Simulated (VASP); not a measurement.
# NbAs (F-43m) in VASP: further runs, part 2 of 2

VASP 6.6.1.

## Step 5: Single point, PBEsol (volume scaled by 1.020)

Contents of INCAR:

```
  PREC = Accurate
  ENCUT = 520
  EDIFF = 1E-7
  ISMEAR = 0
  SIGMA = 0.05
  LREAL = False
  LASPH = True
  NELM = 80
  ALGO = Normal
  ISIF = 2
  LWAVE = False
  LCHARG = True
  GGA = PS
  LELF = True
  LVHAR = True
  NBANDS = 16
```

Contents of KPOINTS:

```
Automatic mesh
0
Gamma
  10 10 10
```

Contents of POSCAR:

```
NbAs
1.0
    0.0000000000      2.8907809306      2.8907809306
    2.8907809306      0.0000000000      2.8907809306
    2.8907809306      2.8907809306      0.0000000000
Nb As
1 1
Direct
    0.0000000000      0.0000000000      0.0000000000
    0.2500000000      0.2500000000      0.2500000000
```

Potentials or basis: VASP PAW PBE potentials, release 64 (Nb_sv, As).

On the command line:

```sh
$ cat potpaw_PBE.64/Nb_sv/POTCAR potpaw_PBE.64/As/POTCAR > POTCAR
$ mpirun -np 1 vasp_std > vasp.out
```

OUTCAR:

```text
PREC = Accurate
   ENCUT = 520
   EDIFF = 1E-7
   ISMEAR = 0
   LREAL = False
   LASPH = True
   NELM = 80
   ISIF = 2
   GGA = PS

 ion  position               nearest neighbor table
   1  0.000  0.000  0.000-   2 2.50   2 2.50   2 2.50   2 2.50
   2  0.250  0.250  0.250-   1 2.50   1 2.50   1 2.50   1 2.50

  LATTYP: Found a face centered cubic cell.
 ALAT       =     5.7815618612

  Lattice vectors:

 A1 = (   0.0000000000,   2.8907809306,   2.8907809306)
 A2 = (   2.8907809306,   0.0000000000,   2.8907809306)
 A3 = (   2.8907809306,   2.8907809306,   0.0000000000)

Analysis of symmetry for initial positions (statically):
=====================================================================
 Subroutine PRICEL returns:
 Original cell was already a primitive cell.

 Routine SETGRP: Setting up the symmetry group for a
 face centered cubic supercell.

 Subroutine GETGRP returns: Found 24 space group operations
 (whereof 24 operations were pure point group operations)
 out of a pool of 48 trial point group operations.

The static configuration has the point symmetry T_d .

Analysis of symmetry for dynamics (positions and initial velocities):
=====================================================================
 Subroutine PRICEL returns:
 Original cell was already a primitive cell.

 Routine SETGRP: Setting up the symmetry group for a
 face centered cubic supercell.

 Subroutine GETGRP returns: Found 24 space group operations
 (whereof 24 operations were pure point group operations)
 out of a pool of 48 trial point group operations.

The dynamic configuration has the point symmetry T_d .

 Subroutine INISYM returns: Found 24 space group operations
 (whereof 24 operations are pure point group operations),
 and found     1 'primitive' translations

----------------------------------------------------------------------------------------

                                     Primitive cell

  volume of cell :      48.3143

  direct lattice vectors                    reciprocal lattice vectors
     0.000000000  2.890780931  2.890780931    -0.172963643  0.172963643  0.172963643
     2.890780931  0.000000000  2.890780931     0.172963643 -0.172963643  0.172963643
     2.890780931  2.890780931  0.000000000     0.172963643  0.172963643 -0.172963643

  length of vectors
     4.088181598  4.088181598  4.088181598     0.299581817  0.299581817  0.299581817

  position of ions in fractional coordinates (direct lattice)
     0.000000000  0.000000000  0.000000000
     0.250000000  0.250000000  0.250000000

  ion indices of the primitive-cell ions
   primitive index   ion index
                 1           1
                 2           2

----------------------------------------------------------------------------------------

 KPOINTS: Automatic mesh

Automatic generation of k-mesh.
 Grid dimensions read from file:
 generate k-points for:   10   10   10

 Generating k-lattice:

  Cartesian coordinates                     Fractional coordinates (reciprocal lattice)
    -0.017296364  0.017296364  0.017296364     0.100000000  0.000000000  0.000000000
     0.017296364 -0.017296364  0.017296364     0.000000000  0.100000000  0.000000000
     0.017296364  0.017296364 -0.017296364     0.000000000  0.000000000  0.100000000

  Length of vectors
     0.029958182  0.029958182  0.029958182

  Shift w.r.t. Gamma in fractional coordinates (k-lattice)
     0.000000000  0.000000000  0.000000000

 Subroutine IBZKPT returns following result:
 ===========================================

 Found     47 irreducible k-points:

 Following reciprocal coordinates:
            Coordinates               Weight
  0.000000  0.000000  0.000000      1.000000
  0.100000  0.000000  0.000000      8.000000
  0.200000  0.000000  0.000000      8.000000
  0.300000  0.000000  0.000000      8.000000
  0.400000  0.000000  0.000000      8.000000
  0.500000  0.000000  0.000000      4.000000
[... 16 lines left out ...]
  0.300000  0.300000  0.000000      6.000000
  0.400000  0.300000  0.000000     24.000000
 [... further k-points ...]
   k-points           NKPTS =     47   k-points in BZ     NKDIM =     47   number of bands    NBANDS=     16
   number of dos      NEDOS =    301   number of ions     NIONS =      2
   total plane-waves  NPLWV =  27000
   dimension x,y,z NGX =    30 NGY =   30 NGZ =   30
   dimension x,y,z NGXF=    60 NGYF=   60 NGZF=   60
   ions per type =               1   1
   NGX,Y,Z   is equivalent  to a cutoff of  12.20, 12.20, 12.20 a.u.
   NGXF,Y,Z  is equivalent  to a cutoff of  24.40, 24.40, 24.40 a.u.
 SYSTEM =  unknown system
   PREC   = accura    normal or accurate (medium, high low for compatibility)
   ISTART =      0    job   : 0-new  1-cont  2-samecut
   ICHARG =      2    charge: 1-file 2-atom 10-const
   ISPIN  =      1    spin polarized calculation?
   LNONCOLLINEAR =      F non collinear calculations
   LSORBIT =      F    spin-orbit coupling
   LASPH  =      T    aspherical Exc in radial PAW
   ENCUT  =  520.0 eV  38.22 Ry    6.18 a.u.   7.60  7.60  7.60*2*pi/ulx,y,z
   NELM   =     80;   NELMIN=  2; NELMDL= -5     # of ELM steps
   EDIFF  = 0.1E-06   stopping-criterion for ELM
   LREAL  =      F    real-space projection
   EDIFFG = 0.1E-05   stopping-criterion for IOM
   NSW    =      0    number of steps for IOM
   IBRION =     -1    ionic relax: 0-MD 1-quasi-New 2-CG
   NFREE  =      0    steps in history (QN), initial steepest desc. (CG)
   ISIF   =      2    stress and relaxation
   ISYM   =      2    0-nonsym 1-usesym 2-fastsym
   POTIM  = 0.5000    time-step for ionic-motion
   TEBEG  =    0.0;   TEEND  =   0.0 temperature during run
   PSTRESS=    0.0 pullay stress
   NELECT =      18.0000    total number of electrons
   NUPDOWN=      -1.0000    fix difference up-down
   EMIN   =  10.00;   EMAX   =-10.00  energy-range for DOS
   EFERMI =   0.00;   METHOD = LEGACY
   ISMEAR =     0;   SIGMA  =   0.05  broadening in eV -4-tet -1-fermi 0-gaus
   EFERMI_NEDOS =   21; number of points for ismear=-14 and -15
   IALGO  =     38    algorithm
   IMIX   =      4    mixing-type and parameters
     AMIX     =   0.40;   BMIX     =  1.00
     AMIX_MAG =   1.60;   BMIX_MAG =  1.00
  volume/ion in A,a.u.               =      24.16       163.02
  Fermi-wavevector in a.u.,A,eV,Ry     =   1.177987  2.226073 18.880169  1.387653
  Thomas-Fermi vector in A             =   2.314324
   LORBIT       =      0    0 simple, 1 ext, 2 COOP (PROOUT), +10 PAW based schemes
   GGA     = PS    functional components
   LHFCALC =     F    Hartree Fock is set to
   AEXX    =    0.0000 exact exchange contribution
   IVDW    =     0    specifies the selected vdW correction
   LEPSILON=     F    determine dielectric tensor
   LRPA    =     F    only Hartree local field effects (RPA)
 non-spin polarized calculation
 Gauss-broadening in eV      SIGMA  =   0.05
  energy-cutoff  :      520.00
  volume of cell :       48.31
 maximum number of plane-waves:      1326
   NGX = 15   NGY = 15   NGZ = 15

 number of electron      18.0000001 magnetization

 Free energy of the ion-electron system (eV)
  ---------------------------------------------------
  ext. energy  EPLUGINS =         0.00000000
  ---------------------------------------------------
  free energy    TOTEN  =       -15.32966639 eV

  energy without entropy =      -15.32650522  energy(sigma->0) =      -15.32808581

 E-fermi :   5.8711     XC(G=0): -10.1467

 val. band max:        5.8686715760   @ k =   0.0000   0.0000   0.0000
 cond. band min:       5.8794620992   @ k =  -0.3000   0.3000   0.1000
 fundamental gap:      0.0107905232
 Fermi energy:         5.8711414006

 k-point     1 :       0.0000    0.0000    0.0000
  band No.  band energies     occupation
      1     -49.4911      2.00000
      2     -25.5867      2.00000
      3     -25.5867      2.00000
      4     -25.5867      2.00000
      5      -5.9366      2.00000
      6       2.3860      2.00000
[... 8 lines left out ...]
     15      13.9114      0.00000
     16      13.9114      0.00000

 k-point     2 :       0.1000    0.0000    0.0000
  band No.  band energies     occupation
      1     -49.4907      2.00000
      2     -25.5938      2.00000
      3     -25.5878      2.00000
      4     -25.5878      2.00000
      5      -5.8566      2.00000
      6       2.2412      2.00000
[... 8 lines left out ...]
     15      13.4726      0.00000
     16      13.9690      0.00000
[... 387 lines left out ...]
      5      -5.1729      2.00000
      6       1.3533      2.00000
[... 8 lines left out ...]
     15      13.2331      0.00000
     16      15.9388      0.00000

 k-point    24 :       0.4000    0.3000    0.0000
  band No.  band energies     occupation
      1     -49.4867      2.00000
      2     -25.6458      2.00000
      3     -25.6090      2.00000
      4     -25.6070      2.00000
      5      -4.9889      2.00000
      6       1.2980      2.00000
[... 8 lines left out ...]
     15      13.4709      0.00000
     16      15.7851      0.00000

 [... further k-points ...]
[... 5 lines left out ...]
  --------------------------------------------------------------------------------------
  -------------------------------------------------------------------------------------
  Total       -0.5374842     -0.5374842     -0.5374842     -0.0000000      0.0000000     -0.0000000
  in kB      -17.8238184    -17.8238184    -17.8238184     -0.0000000      0.0000000     -0.0000000
  external PRESSURE =     -17.8238184 kB  Pullay stress =       0.0000000 kB

 VOLUME and BASIS-vectors are now :
 -----------------------------------------------------------------------------
  energy-cutoff  :      520.00
  volume of cell :       48.31
      direct lattice vectors                 reciprocal lattice vectors
     0.000000000  2.890780931  2.890780931    -0.172963643  0.172963643  0.172963643
     2.890780931  0.000000000  2.890780931     0.172963643 -0.172963643  0.172963643
     2.890780931  2.890780931  0.000000000     0.172963643  0.172963643 -0.172963643

 POSITION                                       TOTAL-FORCE (eV/Angst)
 -----------------------------------------------------------------------------------
      0.00000      0.00000      0.00000        -0.000000      0.000000      0.000000
      1.44539      1.44539      1.44539         0.000000     -0.000000     -0.000000
 -----------------------------------------------------------------------------------
    total drift:                                0.000000      0.000000      0.000000

  FREE ENERGIE OF THE ION-ELECTRON SYSTEM (eV)
  ---------------------------------------------------
  free  energy   TOTEN  =       -15.3296663944 eV

  energy  without entropy=      -15.3265052174  energy(sigma->0) =      -15.32808581
```

stdout:

```text
POSCAR found type information on POSCAR NbAs
 POSCAR found :  2 types and       2 ions
 scaLAPACK will be used
 -----------------------------------------------------------------------------
|                                                                             |
|                                                                             |
|     You enforced a specific xc type in the INCAR file but a different       |
|     I HOPE YOU KNOW WHAT YOU ARE DOING!                                     |
|                                                                             |
 -----------------------------------------------------------------------------

 LDA part: xc-table for (Slater+PW92), standard interpolation
 POSCAR, INCAR and KPOINTS ok, starting setup
 FFT: planning ... GRIDC
 FFT: planning ... GRID_SOFT
 FFT: planning ... GRID
 WAVECAR not read
 entering main loop
```

Run time: 20 s. Hardware: 1 thread of Intel Xeon 6975P-C (Granite Rapids), shared host; peak memory 0.19 GiB.

What came out:

| Property | Result |
| --- | --- |
| Free energy | -15.3297 eV |
| Pressure | -1.8 GPa |
| Band gap on the k mesh | zero (band 9 reaches 6.24 eV, above the bottom of band 10 at 5.75 eV) |

Levels at points of the mesh, in eV from the Fermi level:
```tsv
k point	band 7	band 8	band 9	band 10	band 11	band 12
(0.00, 0.00, 0.00)	-3.49	-3.49	0.00	0.00	2.23	5.60
(0.50, 0.00, 0.00)	-3.08	-3.08	0.37	0.37	0.62	3.30
(0.50, 0.50, 0.00)	-2.10	-2.10	-1.06	0.77	0.83	1.39
```

Caveat: the PAW data sets were made with another functional, which shifts forces and pressure a little.

## Step 6: Single point, PBEsol (volume scaled by 1.040)

Contents of INCAR:

```
PREC     = Accurate       # precision mode
ENCUT    = 520            # plane-wave cutoff, eV
EDIFF    = 1E-6           # SCF threshold, eV
ISMEAR   = 0              # smearing method
SIGMA    = 0.05           # smearing width, eV
LREAL    = F              # projectors in reciprocal space
LASPH    = T              # aspherical terms in the spheres
NELM     = 80             # most SCF steps
ALGO     = Normal         # electronic algorithm
ISIF     = 2              # what is computed and relaxed
LWAVE    = F              # write WAVECAR
LCHARG   = F              # write CHGCAR
GGA      = PS             # functional
NBANDS   = 16             # bands
```

Contents of KPOINTS:

```
regular mesh
0
Gamma
  10 10 10
```

Contents of POSCAR:

```
NbAs
1.0
    0.0000000000      2.9095527613      2.9095527613
    2.9095527613      0.0000000000      2.9095527613
    2.9095527613      2.9095527613      0.0000000000
Nb As
1 1
Direct
    0.0000000000      0.0000000000      0.0000000000
    0.2500000000      0.2500000000      0.2500000000
```

Potentials or basis: VASP PAW PBE potentials, release 64 (Nb_sv, As).

On the command line:

```sh
$ cat potpaw_PBE.64/Nb_sv/POTCAR potpaw_PBE.64/As/POTCAR > POTCAR
$ mpirun -np 1 vasp_std > vasp.out
```

It took 17 s on 1 thread of Intel Xeon 6975P-C (Granite Rapids), shared host; peak memory 0.2 GiB.

Results (log left out):

| Item | Value |
| --- | --- |
| Free energy | -15.3141 eV |
| Pressure | -3.5 GPa |
| Band gap on the k mesh | zero (band 9 reaches 6.05 eV, above the bottom of band 10 at 5.57 eV) |

Levels at points of the mesh, in eV from the Fermi level:
| k point | band 6 | band 7 | band 8 | band 9 | band 10 | band 11 | band 12 | band 13 |
| --- | --- | --- | --- | --- | --- | --- | --- | --- |
| (0.00, 0.00, 0.00) | -3.43 | -3.43 | -3.43 | 0.00 | 0.00 | 2.17 | 5.49 | 5.49 |
| (0.50, 0.00, 0.00) | -4.18 | -3.03 | -3.03 | 0.36 | 0.36 | 0.60 | 3.23 | 3.23 |
| (0.50, 0.50, 0.00) | -4.70 | -2.09 | -2.09 | -1.02 | 0.75 | 0.79 | 1.36 | 1.36 |

Caveat: the PAW data sets were made with another functional, which shifts forces and pressure a little.

## Step 7: Summary

| cell | gap on the mesh (eV) | pressure (GPa) |
| --- | --- | --- |
| a = 4.034 Å, angles 60.0°, 2 atoms | none | 2.3 |
| a = 4.069 Å, angles 60.0°, 2 atoms | none | -0.4 |
| a = 4.061 Å, angles 60.0°, 2 atoms | none | 0.2 |
| a = 4.088 Å, angles 60.0°, 2 atoms | none | -1.8 |
| a = 4.115 Å, angles 60.0°, 2 atoms | none | -3.5 |

Alike in all rows: task single point; level PBEsol; potentials or basis VASP PAW PBE potentials, release 64 (Nb_sv, As); no spin polarisation; k mesh 10 × 10 × 10; cutoff (eV) 520; smearing gaussian 0.05 eV.

Caveats: the PAW data sets were made with another functional, which shifts forces and pressure a little.

Total energies depend on the potentials used, so only differences within one code and one set of settings carry meaning.
